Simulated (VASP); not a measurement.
A run of VASP 6.6.1:

File INCAR:

```
PREC = Accurate ; ENCUT = 520
EDIFF = 1E-6 ; ISMEAR = 0
SIGMA = 0.01 ; LREAL = False
LASPH = True ; NELM = 100
ALGO = Normal ; ISIF = 2
LWAVE = False ; LCHARG = False
NBANDS = 28
```

File KPOINTS:

```
regular mesh
0
Gamma
  3 3 3
```

Contents of POSCAR:

```
BaZrO3
1.0
    4.0790738683      0.0000000000      0.0000000000
    0.0000000000      4.0790738683      0.0000000000
    0.0000000000      0.0000000000      4.0790738683
Ba Zr O
1 1 3
Direct
    0.0000000000      0.0000000000      0.0000000000
    0.5000000000      0.5000000000      0.5000000000
    0.0000000000      0.5000000000      0.5000000000
    0.5000000000      0.0000000000      0.5000000000
    0.5000000000      0.5000000000      0.0000000000
```

Potentials or basis: VASP PAW LDA potentials, release 64 (Ba_sv, Zr_sv, O).

Run with:

```sh
$ cat potpaw_LDA.64/Ba_sv/POTCAR potpaw_LDA.64/Zr_sv/POTCAR potpaw_LDA.64/O/POTCAR > POTCAR
$ mpirun -np 1 vasp_std > vasp.out
```

Hardware: 1 thread of Intel Xeon 6975P-C (shared host).

**Question.** How long does it take, and how much memory?

**Answer.** It took 8.7 s on 1 thread of Intel Xeon 6975P-C (shared host), peak memory 0.15 GiB. Counts: scf iterations 14, k points 4.
